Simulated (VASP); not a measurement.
# C: single point with PBE+D3(BJ)

C, a slab with vacuum:

```
C
1.0
     2.46565    0.00000    0.00000
    -1.23283    2.13532    0.00000
     0.00000    0.00000   17.50007
C
4
Cartesian
  1.2328 0.7118 4.5000
  0.0000 1.4235 4.5000
  0.8219 1.4235 7.7101
  2.0547 0.7118 7.7100
```

This cell differs from its parent crystal: layers slid over each other.

```yaml
Program: VASP 6.6.1
Task: single point
Functional: PBE
Dispersion: D3(BJ)
Potentials_or_basis: VASP PAW PBE potentials, release 64 (C)
Cutoff: 520 eV
k_mesh: 15 × 15 × 1
Occupations: gaussian, width 0.1 eV
Spin: no spin polarisation
Dipole_correction: yes
Further_INCAR_settings: ALGO = Normal; EDIFF = 1e-07; NBANDS = 16
```

| Item | Value |
| --- | --- |
| Largest force | 0.064 eV/Å |
| Dispersion energy per atom | -0.124 eV |

Forces on the atoms (eV/Å):
```
C   -0.018  0.002 -0.061
C   -0.018 -0.002 -0.061
C    0.018 -0.002  0.061
C    0.018  0.002  0.061
```

Run time: 2.7 min on 1 thread of Intel(R) Xeon(R) Platinum 8375C CPU @ 2.90GHz (Ice Lake) (shared host), peak memory 0.24 GiB.

Caveat: the cell differs from its parent crystal (layers slid over each other).
